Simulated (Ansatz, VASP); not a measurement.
**TiO2 in VASP and in Ansatz**

Contents of INCAR:

```
SYSTEM = TiO2
PREC = Accurate
ENCUT = 600
EDIFF = 1E-7
ISMEAR = -1
SIGMA = 0.05
LREAL = .FALSE.
LASPH = .TRUE.
NELM = 150
ALGO = Normal
ISIF = 3
LWAVE = .FALSE.
LCHARG = .FALSE.
LMAXMIX = 4
LDAU = .TRUE.
LDAUTYPE = 2
LDAUL = 2 -1
LDAUU = 3 0
LDAUJ = 0 0
LDAUPRINT = 1
GGA = PS
IBRION = 2
NSW = 60
EDIFFG = -0.01
```

KPOINTS

```
Automatic mesh
0
G
  6 6 9
  0 0 0
```

The input POSCAR:

```
TiO2
1.0
    4.5998373239      0.0000000000      0.0000000000
    0.0000000000      4.5998373239      0.0000000000
    0.0000000000      0.0000000000      2.9592135600
Ti O
2 4
Direct
    0.0000000000      0.0000000000      0.5000000000
    0.5000000000      0.5000000000      0.0000000000
    0.3043213200      0.3043213200      0.5000000000
    0.1956786800      0.8043213200      0.0000000000
    0.8043213200      0.1956786800      0.0000000000
    0.6956786800      0.6956786800      0.5000000000
```

File input.yaml:

```yaml
crystal:
  lattice:
    - [4.5998373239, 0.0, 0.0]
    - [0.0, 4.5998373239, 0.0]
    - [0.0, 0.0, 2.95921356]
  atoms:
    - { symbol: Ti, position: [0.0, 0.0, 0.5] }
    - { symbol: Ti, position: [0.5, 0.5, 0.0] }
    - { symbol: O, position: [0.30432132, 0.30432132, 0.5] }
    - { symbol: O, position: [0.19567868, 0.80432132, 0.0] }
    - { symbol: O, position: [0.80432132, 0.19567868, 0.0] }
    - { symbol: O, position: [0.69567868, 0.69567868, 0.5] }
hamiltonian:
  xc: pbesol
  pseudopotentials: { kind: paw }
  hubbard: { sites: [{ species: Ti, l: d, u_eff: 3.0 }] }
kpoints:
  mp_grid: { grid: [6, 6, 9] }
scf:
  occupations: { method: fermi_dirac, width: 0.05 }
output:
  forces: true
  stress: true
  write_density: true
  write_potential: true
  elf: true
  volumetric_format: npy
relax:
  f_tol: 0.01
  max_steps: 40
  cell: { stress_tol: 0.05 }
```

Alike in both runs: task relaxation of cell and atoms; functional PBEsol; k mesh 6 × 6 × 9; occupations fermi-dirac, width 0.05 eV; no spin polarisation; Hubbard terms Ti d U = 3.0 eV.

|  | VASP | Ansatz |
| --- | --- | --- |
| version | VASP 6.6.1 | Ansatz 0.2.0 |
| potentials or method | VASP PAW PBE potentials, release 64 (Ti_sv, O) | Ansatz PAW |
| plane-wave cutoff (eV) | 600 | 420 |
| valence electrons in the cell | 48 | 48 |

```csv
,VASP,Ansatz,Ansatz less VASP
"gap on the k mesh at the Fermi level, each at its own relaxed structure (eV)",2.15,2.18,+0.028
relaxed volume (Å³/atom),10.57,10.43,-0.144
relaxed cell length with the largest relative difference (Å),4.613,4.591,-0.0225
```

VASP's potentials were made for PBE, not for PBEsol. The programs project onto different local orbitals, so the same U acts differently, and such runs can settle in different states.

Noted on Ansatz's run: odd divisions of the mesh miss points on the zone boundary, where band edges often lie, so the gap on the mesh can be too wide; the plane-wave basis is chosen anew once the cell has moved, so the energies of steps on either side of that aren't comparable.
